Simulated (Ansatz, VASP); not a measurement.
## One calculation of HfO2, two programs

```
Hf O
1.0
     2.52916   -2.52916    0.00000
     2.52916    0.00000   -2.52916
     5.63567    5.63567    5.63567
Hf O
3 6
Direct
  0.00000 0.00000 0.74798
  0.33333 0.33333 0.44879
  0.66667 0.66667 0.14961
  0.66667 0.66667 0.37400
  0.00000 0.00000 0.07481
  0.33333 0.33333 0.67318
  0.66667 0.66667 0.82277
  0.00000 0.00000 0.52359
  0.33333 0.33333 0.22440
```

Alike in both runs: task single point; functional r2SCAN; k mesh 7 × 7 × 3; occupations gaussian, width 0.05 eV; no spin polarisation.

|  | VASP | Ansatz |
| --- | --- | --- |
| version | VASP 6.6.1 | Ansatz 0.2.0 |
| potentials or method | VASP PAW PBE potentials, release 64 (Hf_pv, O), cutoff 520 eV | scalar-relativistic, plane waves, PAW |
| valence electrons in the cell | 66 | 114 |

|  | VASP | Ansatz | Ansatz less VASP |
| --- | --- | --- | --- |
| gap on the k mesh at the Fermi level (eV) | 4.63 | 4.64 | +0.010 |
| least direct gap on the mesh (eV) | 4.73 | 4.72 | -0.004 |
| pressure (GPa) | -11.9 | -8.6 | +3.32 |
| traceless stress, the component that is largest in VASP (GPa) | 1.44 | 1.14 | -0.308 |
| rms of the force components (eV/Å) | 0.269 | 0.277 | +0.0074 |

VASP's potentials were made for PBE, not for r2SCAN. Atom by atom the forces differ by 0.048 eV/Å (rms over components). With one functional, cell and mesh, what is left measures potentials, basis and numerics. VASP's potentials hold 66 valence electrons a cell and Ansatz's 114, so a difference there can come from the potentials and not from the codes.

Spin-orbit coupling is off throughout.
